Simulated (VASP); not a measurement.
A run of VASP 6.6.1 is set up as follows.

The input INCAR:

```
PREC = Accurate ; ENCUT = 520
EDIFF = 1E-6 ; ISMEAR = 0
SIGMA = 0.2 ; LREAL = F
LASPH = T ; NELM = 100
ALGO = Normal ; ISIF = 2
LWAVE = F ; LCHARG = F
GGA = PE ; NBANDS = 18
```

The input KPOINTS:

```
regular mesh
0
Gamma
  11 11 6
```

POSCAR

```
La
1.0
    3.7500020507      0.0000000000      0.0000000000
   -1.8750010253      3.2475970401      0.0000000000
    0.0000000000      0.0000000000      6.0700000000
La
2
Direct
    0.3333333333      0.6666666667      0.2500000000
    0.6666666667      0.3333333333      0.7500000000
```

Potentials or basis: VASP PAW PBE potentials, release 64 (La).

Launch:

```sh
$ cat potpaw_PBE.64/La/POTCAR > POTCAR
$ mpirun -np 1 vasp_std > vasp.out
```

Predict the band gap on the k mesh.

zero (bands 11 and 12 overlap by 1.47 eV).

Predict the pressure.

0.6 GPa.

Stress tensor (GPa, compression positive):
```
0.64 0.00 0.00
0.00 0.64 0.00
0.00 0.00 0.51
```

Caveat: spin-orbit coupling is left out, which moves the levels of the heavy elements.
